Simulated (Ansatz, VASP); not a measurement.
BeCdF4: VASP beside Ansatz

The input INCAR:

```
SYSTEM = BeCdF4
ALGO = Normal ; EDIFF = 1E-6
EDIFFG = -0.01 ; ENCUT = 600
GGA = PE ; IBRION = 2
ISIF = 3 ; ISMEAR = 0
LASPH = .True. ; LCHARG = .False.
LREAL = .False. ; LWAVE = .False.
NELM = 60 ; NSW = 100
PREC = Accurate ; SIGMA = 0.1
```

The input KPOINTS:

```
k-points
0
Gamma
  12 12 4
  0 0 0
```

POSCAR

```
BeCdF4
1.0
    2.9971781987      0.0000000000      0.0000000000
    0.0000000000      2.9971781987      0.0000000000
    0.0000000000      0.0000000000      9.2183429093
Be Cd F
1 1 4
Direct
    0.5000000000      0.5000000000      0.5000000000
    0.5000000000      0.5000000000      0.0000000000
    0.0000000000      0.0000000000      0.0000000000
    0.0000000000      0.0000000000      0.7503875704
    0.0000000000      0.0000000000      0.2496124296
    0.0000000000      0.0000000000      0.5000000000
```

Input for Ansatz:

```yaml
crystal:
  lattice:
    - [2.9971781987, 0.0, 0.0]
    - [0.0, 2.9971781987, 0.0]
    - [0.0, 0.0, 9.2183429093]
  atoms:
    - { symbol: Be, position: [0.5, 0.5, 0.5] }
    - { symbol: Cd, position: [0.5, 0.5, 0.0] }
    - { symbol: F, position: [0.0, 0.0, 0.0] }
    - { symbol: F, position: [0.0, 0.0, 0.7503875704] }
    - { symbol: F, position: [0.0, 0.0, 0.2496124296] }
    - { symbol: F, position: [0.0, 0.0, 0.5] }
basis:
  ecutwfc: 420
kpoints:
  mp_grid: { grid: [12, 12, 4] }
hamiltonian:
  xc: pbe
scf:
  occupations: { method: gaussian, width: 0.1 }
output:
  forces: true
  stress: true
  eigenvalues: true
relax:
  adjacent_minimum: "off"
  f_tol: 0.01
  max_steps: 80
  cell: { stress_tol: 0.05 }
```

Alike in both runs: task relaxation of cell and atoms; functional PBE; k mesh 12 × 12 × 4; occupations gaussian, width 0.1 eV; no spin polarisation.

|  | VASP | Ansatz |
| --- | --- | --- |
| version | VASP 6.6.1 | Ansatz 0.2.0 |
| potentials or method | VASP PAW PBE potentials, release 64 (Be, Cd, F), cutoff 600 eV | scalar-relativistic, plane waves, PAW |
| valence electrons in the cell | 42 | 50 |

```csv
,VASP,Ansatz,Ansatz less VASP
"gap on the k mesh at the Fermi level, each at its own relaxed structure (eV)",none,none,-
relaxed volume (Å³/atom),13.87,13.82,-0.053
relaxed length of the cell vector where the two differ most in proportion (Å),3.006,2.998,-0.0075
```

A gap of «none» marks a metal or a gap that the smearing closes. VASP's potentials hold 42 valence electrons a cell and Ansatz's 50, so a difference there can come from the potentials and not from the codes.
